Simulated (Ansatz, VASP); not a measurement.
One calculation of BeTe, two programs

Contents of INCAR:

```
SYSTEM = BeTe
ALGO     = Normal         ! electronic algorithm
EDIFF    = 1E-6           ! SCF threshold, eV
ENCUT    = 520            ! plane-wave cutoff, eV
GGA      = RP             ! functional
ISIF     = 2              ! what is computed and relaxed
ISMEAR   = -1             ! smearing method
IVDW     = 13             ! dispersion correction
LASPH    = .True.         ! aspherical terms in the spheres
LCHARG   = .False.        ! write CHGCAR
LREAL    = .False.        ! projectors in reciprocal space
LWAVE    = .False.        ! write WAVECAR
NBANDS   = 11             ! bands
NELM     = 60             ! most SCF steps
PREC     = Accurate       ! precision mode
SIGMA    = 0.05           ! smearing width, eV
```

KPOINTS

```
k-points
0
Gamma
  8 8 8
  0 0 0
```

The input POSCAR:

```
BeTe
1.0
    0.0000000000      2.7883449055      2.7883449055
    2.7883449055      0.0000000000      2.7883449055
    2.7883449055      2.7883449055      0.0000000000
Te Be
1 1
Direct
    0.7500000000      0.7500000000      0.7500000000
    0.0000000000      0.0000000000      0.0000000000
```

The input input.yaml:

```yaml
crystal:
  lattice:
    - [0.0, 2.7883449055, 2.7883449055]
    - [2.7883449055, 0.0, 2.7883449055]
    - [2.7883449055, 2.7883449055, 0.0]
  atoms:
    - { symbol: Te, position: [0.75, 0.75, 0.75] }
    - { symbol: Be, position: [0.0, 0.0, 0.0] }
hamiltonian:
  xc: rpbe
  pseudopotentials: { kind: paw }
  dispersion: d4
kpoints:
  mp_grid: { grid: [8, 8, 8] }
scf:
  occupations: { method: fermi_dirac, width: 0.05 }
output:
  forces: true
  stress: true
  eigenvalues: true
```

Alike in both runs: task single point; functional RPBE; dispersion D4; k mesh 8 × 8 × 8; occupations fermi-dirac, width 0.05 eV; no spin polarisation.

|  | VASP | Ansatz |
| --- | --- | --- |
| version | VASP 6.6.1 | Ansatz 0.2.0 |
| potentials or method | VASP PAW PBE potentials, release 64 (Te, Be) | Ansatz PAW |
| plane-wave cutoff (eV) | 520 | 420 |
| valence electrons in the cell | 8 | 18 |

```tsv
	VASP	Ansatz	Ansatz less VASP
gap on the k mesh at the Fermi level (eV)	1.99	2.00	+0.017
least direct gap on the mesh (eV)	3.61	3.63	+0.022
pressure (GPa)	-0.5	-0.6	-0.12
```

VASP's potentials were made for PBE, not for RPBE. VASP's potentials hold 8 valence electrons a cell and Ansatz's 18, so a difference there can come from the potentials and not from the codes.

Spin-orbit coupling is off throughout.
